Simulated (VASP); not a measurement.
# SnO (P1) in VASP: notebook

SnO is run at these levels: LDA; tasks: single point, relaxation of the atoms.

Everything below comes from runs of VASP 6.6.1. Logs are shortened: lines on timing, memory, paths and dates and some standing lists are left out, and cuts for length are marked.

## (1) The cell of the first run

The typed cell holds 4 atoms: a = 3.355 Å, b = 5.674 Å, c = 4.222 Å, α = 90.00°, β = 90.00°, γ = 90.00°.

## (2) Single point, LDA

The input, INCAR:

```
PREC     = Accurate       # precision mode
ENCUT    = 520            # plane-wave cutoff, eV
EDIFF    = 1E-6           # SCF threshold, eV
ISMEAR   = 0              # smearing method
SIGMA    = 0.01           # smearing width, eV
LREAL    = False          # projectors in reciprocal space
LASPH    = True           # aspherical terms in the spheres
NELM     = 80             # most SCF steps
ALGO     = Normal         # electronic algorithm
ISIF     = 2              # what is computed and relaxed
LWAVE    = False          # write WAVECAR
LCHARG   = False          # write CHGCAR
NBANDS   = 28             # bands
```

The input, KPOINTS:

```
Automatic mesh
0
Gamma
  3 2 3
```

The input, POSCAR:

```
SnO
1.0
    3.3550050000      0.0000000000      0.0000000000
    0.0000000000      5.6741040000      0.0000000000
    0.0000000000      0.0000000000      4.2219700000
Sn O
2 2
Direct
   -0.0024587173      0.2288975089      0.5053714162
    0.4990199424      0.7759995377      0.0048789005
   -0.0025418613      0.9072279367      0.7487749829
    0.4969868122      0.0973331384      0.2505027262
```

Potentials or basis: VASP PAW LDA potentials, release 64 (Sn_d, O).

Command:

```sh
cat potpaw_LDA.64/Sn_d/POTCAR potpaw_LDA.64/O/POTCAR > POTCAR
mpirun -np 1 vasp_std > vasp.out
```

OUTCAR:

```text
PREC = Accurate
   ENCUT = 520
   EDIFF = 1E-6
   ISMEAR = 0
   LREAL = False
   LASPH = True
   NELM = 80
   ISIF = 2

 ion  position               nearest neighbor table
   1  0.998  0.229  0.505-   3 2.09   4 2.13   4 2.13   2 3.72   2 3.72   2 3.73   2 3.73
   2  0.499  0.776  0.005-   4 2.10   3 2.13   3 2.13   1 3.72   1 3.72   1 3.73   1 3.73
   3  0.997  0.907  0.749-   1 2.09   2 2.13   2 2.13
   4  0.497  0.097  0.251-   2 2.10   1 2.13   1 2.13

  LATTYP: Found a simple orthorhombic cell.
 ALAT       =     3.3550050000
 B/A-ratio  =     1.2584094510
 C/A-ratio  =     1.6912356315

  Lattice vectors:

 A1 = (  -3.3550050000,   0.0000000000,   0.0000000000)
 A2 = (   0.0000000000,   0.0000000000,   4.2219700000)
 A3 = (   0.0000000000,   5.6741040000,   0.0000000000)

Analysis of symmetry for initial positions (statically):
=====================================================================
 Subroutine PRICEL returns:
 Original cell was already a primitive cell.

 Routine SETGRP: Setting up the symmetry group for a
 simple orthorhombic supercell.

 Subroutine GETGRP returns: Found  1 space group operations
 (whereof  1 operations were pure point group operations)
 out of a pool of  8 trial point group operations.

The static configuration has the point symmetry C_1 .

Analysis of symmetry for dynamics (positions and initial velocities):
=====================================================================
 Subroutine PRICEL returns:
 Original cell was already a primitive cell.

 Routine SETGRP: Setting up the symmetry group for a
 simple orthorhombic supercell.

 Subroutine GETGRP returns: Found  1 space group operations
 (whereof  1 operations were pure point group operations)
 out of a pool of  8 trial point group operations.

The dynamic configuration has the point symmetry C_1 .

 Subroutine INISYM returns: Found  1 space group operations
 (whereof  1 operations are pure point group operations),
 and found     1 'primitive' translations

----------------------------------------------------------------------------------------

                                     Primitive cell

  volume of cell :      80.3722

  direct lattice vectors                    reciprocal lattice vectors
[... 73 lines left out ...]
   LASPH  =      T    aspherical Exc in radial PAW
   ENCUT  =  520.0 eV  38.22 Ry    6.18 a.u.   6.24 10.55  7.85*2*pi/ulx,y,z
   NELM   =     80;   NELMIN=  2; NELMDL= -5     # of ELM steps
   EDIFF  = 0.1E-05   stopping-criterion for ELM
   LREAL  =      F    real-space projection
   EDIFFG = 0.1E-04   stopping-criterion for IOM
   NSW    =      0    number of steps for IOM
   IBRION =     -1    ionic relax: 0-MD 1-quasi-New 2-CG
   NFREE  =      0    steps in history (QN), initial steepest desc. (CG)
   ISIF   =      2    stress and relaxation
   ISYM   =      2    0-nonsym 1-usesym 2-fastsym
   POTIM  = 0.5000    time-step for ionic-motion
   TEBEG  =    0.0;   TEEND  =   0.0 temperature during run
   PSTRESS=    0.0 pullay stress
   NELECT =      40.0000    total number of electrons
   NUPDOWN=      -1.0000    fix difference up-down
   EMIN   =  10.00;   EMAX   =-10.00  energy-range for DOS
   EFERMI =   0.00;   METHOD = LEGACY
   ISMEAR =     0;   SIGMA  =   0.01  broadening in eV -4-tet -1-fermi 0-gaus
   EFERMI_NEDOS =   21; number of points for ismear=-14 and -15
   IALGO  =     38    algorithm
   IMIX   =      4    mixing-type and parameters
     AMIX     =   0.40;   BMIX     =  1.00
     AMIX_MAG =   1.60;   BMIX_MAG =  1.00
  volume/ion in A,a.u.               =      20.09       135.59
  Fermi-wavevector in a.u.,A,eV,Ry     =   1.297357  2.451650 22.900458  1.683136
  Thomas-Fermi vector in A             =   2.428755
   LORBIT       =      0    0 simple, 1 ext, 2 COOP (PROOUT), +10 PAW based schemes
   GGA     = CA    functional components
   LHFCALC =     F    Hartree Fock is set to
   AEXX    =    0.0000 exact exchange contribution
   IVDW    =     0    specifies the selected vdW correction
   LEPSILON=     F    determine dielectric tensor
   LRPA    =     F    only Hartree local field effects (RPA)
 non-spin polarized calculation
 Gauss-broadening in eV      SIGMA  =   0.01
  energy-cutoff  :      520.00
  volume of cell :       80.37
 maximum number of plane-waves:      2170
 NGX is ok and might be reduce to    28
   NGX = 13   NGY = 21   NGZ = 15

 number of electron      40.0000006 magnetization

 Free energy of the ion-electron system (eV)
  ---------------------------------------------------
  ext. energy  EPLUGINS =         0.00000000
  ---------------------------------------------------
  free energy    TOTEN  =       -25.21778111 eV

  energy without entropy =      -25.21778111  energy(sigma->0) =      -25.21778111

 E-fermi :   4.8218     XC(G=0):  -9.9204

 val. band max:        4.7658240164   @ k =   0.0000   0.0000   0.0000
 cond. band min:       6.3194346904   @ k =   0.0000   0.5000   0.3333
 fundamental gap:      1.5536106740
 Fermi energy:         4.8217991299

 k-point     1 :       0.0000    0.0000    0.0000
  band No.  band energies     occupation
      1     -16.6176      2.00000
      2     -16.2109      2.00000
      3     -16.1157      2.00000
      4     -16.0941      2.00000
      5     -16.0662      2.00000
      6     -16.0381      2.00000
[... 299 lines left out ...]
     27      14.2874      0.00000
     28      14.5970      0.00000

------------------------ aborting loop because EDIFF is reached ----------------------------------------

  FORCE on cell =-STRESS in cart. coord.  units (eV):
  Direction    XX          YY          ZZ          XY          YZ          ZX
  --------------------------------------------------------------------------------------
  -------------------------------------------------------------------------------------
  Total       -1.5872541     -0.3819034     -0.5636766      0.0277417     -0.0271763     -0.0390844
  in kB      -31.6410905     -7.6130465    -11.2366013      0.5530163     -0.5417446     -0.7791270
  external PRESSURE =     -16.8302461 kB  Pullay stress =       0.0000000 kB

 VOLUME and BASIS-vectors are now :
 -----------------------------------------------------------------------------
  energy-cutoff  :      520.00
  volume of cell :       80.37
      direct lattice vectors                 reciprocal lattice vectors
     3.355005000  0.000000000  0.000000000     0.298062149  0.000000000  0.000000000
     0.000000000  5.674104000  0.000000000     0.000000000  0.176239279  0.000000000
     0.000000000  0.000000000  4.221970000     0.000000000  0.000000000  0.236856254

 POSITION                                       TOTAL-FORCE (eV/Angst)
 -----------------------------------------------------------------------------------
      3.34676      1.29879      2.13366        -0.009650      0.055137     -0.022431
      1.67421      4.40310      0.02060        -0.035886     -0.037485     -0.021040
      3.34648      5.14771      3.16131         0.027322     -0.007941      0.050123
      1.66739      0.55228      1.05761         0.018214     -0.009710     -0.006652
 -----------------------------------------------------------------------------------
    total drift:                                0.000832     -0.000497     -0.000472

  FREE ENERGIE OF THE ION-ELECTRON SYSTEM (eV)
  ---------------------------------------------------
  free  energy   TOTEN  =       -25.2177811132 eV

  energy  without entropy=      -25.2177811132  energy(sigma->0) =      -25.21778111
```

OSZICAR:

```text
N       E                     dE             d eps       ncg     rms          rms(c)
DAV:   1     0.437407040449E+03    0.43741E+03   -0.20436E+04   572   0.211E+03
DAV:   2     0.401439012740E+02   -0.39726E+03   -0.38162E+03   576   0.530E+02
DAV:   3    -0.260482902232E+02   -0.66192E+02   -0.65232E+02   660   0.189E+02
DAV:   4    -0.290665824491E+02   -0.30183E+01   -0.30047E+01   656   0.438E+01
DAV:   5    -0.291435281364E+02   -0.76946E-01   -0.76930E-01   652   0.748E+00    0.118E+01
DAV:   6    -0.253634051380E+02    0.37801E+01   -0.16863E+01   916   0.475E+01    0.528E+00
DAV:   7    -0.252864665821E+02    0.76939E-01   -0.21518E+00   660   0.903E+00    0.258E+00
DAV:   8    -0.252331324803E+02    0.53334E-01   -0.38209E-01   720   0.414E+00    0.800E-01
DAV:   9    -0.252172002375E+02    0.15932E-01   -0.53037E-02   880   0.248E+00    0.216E-01
DAV:  10    -0.252182811607E+02   -0.10809E-02   -0.79471E-03   840   0.800E-01    0.153E-01
DAV:  11    -0.252177569703E+02    0.52419E-03   -0.18280E-03   860   0.427E-01    0.245E-02
DAV:  12    -0.252177886702E+02   -0.31700E-04   -0.36534E-04   592   0.104E-01    0.297E-02
DAV:  13    -0.252177809734E+02    0.76968E-05   -0.28230E-05   808   0.549E-02    0.826E-03
DAV:  14    -0.252177811132E+02   -0.13980E-06   -0.20991E-06   512   0.113E-02
   1 F= -.25217781E+02 E0= -.25217781E+02  d E =-.774070E-17
```

stdout:

```text
POSCAR found type information on POSCAR SnO
 POSCAR found :  2 types and       4 ions
 scaLAPACK will be used
 LDA part: xc-table for (Slater(with rela. corr.)+CA(PZ))
 , standard interpolation
 POSCAR, INCAR and KPOINTS ok, starting setup
 FFT: planning ... GRIDC
 FFT: planning ... GRID_SOFT
 FFT: planning ... GRID
 WAVECAR not read
 entering main loop
```

It took 10 s on 1 thread of Intel Xeon 6975P-C (Granite Rapids), shared host; peak memory 0.16 GiB.

What came out:

```
Free energy            : -25.2178 eV
Pressure               : -1.7 GPa
Largest force          : 0.060 eV/Å
Band gap on the k mesh : 1.55 eV, indirect (least direct gap 2.26 eV)
```

Forces on the atoms (eV/Å):
```
Sn  -0.010  0.055 -0.022
Sn  -0.036 -0.037 -0.021
O    0.027 -0.008  0.050
O    0.018 -0.010 -0.007
```

Stress tensor (GPa, compression positive):
```
-3.16  0.06 -0.08
 0.06 -0.76 -0.05
-0.08 -0.05 -1.12
```

Caveat: the k points lie up to 0.62 Å⁻¹ apart; spin-orbit coupling is left out, which moves the levels of the heavy elements. A k mesh can miss the band edges.

## (3) Relaxation of the atoms, LDA

The input, INCAR:

```
  PREC = Accurate
  ENCUT = 520
  EDIFF = 1E-6
  ISMEAR = 0
  SIGMA = 0.01
  LREAL = F
  LASPH = T
  NELM = 100
  ALGO = Normal
  ISIF = 2
  LWAVE = F
  LCHARG = F
  IBRION = 2
  NSW = 80
  EDIFFG = -0.1
```

The input, KPOINTS:

```
regular mesh
0
Gamma
  3 2 3
```

The input, POSCAR:

```
SnO
1.0
    3.3550050000      0.0000000000      0.0000000000
    0.0000000000      5.6741040000      0.0000000000
    0.0000000000      0.0000000000      4.2219700000
Sn O
2 2
Direct
    0.0063291159      0.2290399486      0.5109543538
    0.4966158791      0.7690084516      0.0186739698
   -0.0132176341      0.8948428510      0.7391604749
    0.5012788151      0.1165668705      0.2407392274
```

Potentials or basis: VASP PAW LDA potentials, release 64 (Sn_d, O).

Command:

```sh
cat potpaw_LDA.64/Sn_d/POTCAR potpaw_LDA.64/O/POTCAR > POTCAR
mpirun -np 1 vasp_std > vasp.out
```

Run time: 52 s. Hardware: 1 thread of Intel Xeon 6975P-C (Granite Rapids), shared host; peak memory 0.16 GiB.

The run converged. Its results:

```yaml
Free_energy: -25.2178 eV
Energy_gained_by_relaxing: 17.8 meV/atom
Ionic_steps: 8
Pressure_after_relaxing: -1.8 GPa
Largest_force_after_relaxing: 0.066 eV/Å
Band_gap_on_the_k_mesh: 1.55 eV, indirect (least direct gap 2.26 eV)
```

Forces on the atoms (eV/Å):
```
Sn   0.010 -0.015 -0.006
Sn  -0.004 -0.026  0.014
O   -0.011  0.065  0.003
O    0.005 -0.025 -0.011
```

Stress tensor (GPa, compression positive):
```
-3.19  0.05  0.01
 0.05 -1.06 -0.05
 0.01 -0.05 -1.24
```

The path:
```csv
step,energy change (eV),largest force (eV/Å),pressure (GPa)
1,0.0000,0.8850,-4.35
2,-0.0457,0.2883,-3.08
3,-0.0482,0.3440,-2.63
4,-0.0556,0.1624,-2.25
5,-0.0580,0.2404,-1.88
6,-0.0641,0.1362,-2.01
7,-0.0689,0.1338,-2.27
8,-0.0713,0.0663,-1.83
```

Final structure:
```cif
data_structure
_symmetry_space_group_name_H-M 'P 1'
_symmetry_Int_Tables_number 1
_cell_length_a 3.3550
_cell_length_b 5.6741
_cell_length_c 4.2220
_cell_angle_alpha 90.000
_cell_angle_beta 90.000
_cell_angle_gamma 90.000
_cell_volume 80.37
loop_
_atom_site_label
_atom_site_type_symbol
_atom_site_fract_x
_atom_site_fract_y
_atom_site_fract_z
_atom_site_occupancy
Sn1 Sn 0.99691 0.22951 0.50541 1
Sn2 Sn 0.49844 0.77580 0.00461 1
O1 O 0.99847 0.90631 0.74906 1
O2 O 0.49718 0.09783 0.25045 1
```

Levels at points of the mesh, in eV from the valence-band top:
```tsv
k point	band 16	band 17	band 18	band 19	band 20	band 21	band 22	band 23	band 24
(0.00, 0.00, 0.00)	-4.35	-3.94	-3.02	-2.23	0.00	2.26	2.88	5.68	5.72
(0.00, 0.50, 0.00)	-4.33	-4.10	-3.04	-1.87	-1.65	3.12	3.74	4.66	4.92
```

Caveat: the k points lie up to 0.62 Å⁻¹ apart; spin-orbit coupling is left out, which moves the levels of the heavy elements; the relaxation stopped at a loose force limit of 0.1 eV/Å, so its end isn't a converged minimum.

[end of part 1 of 2]
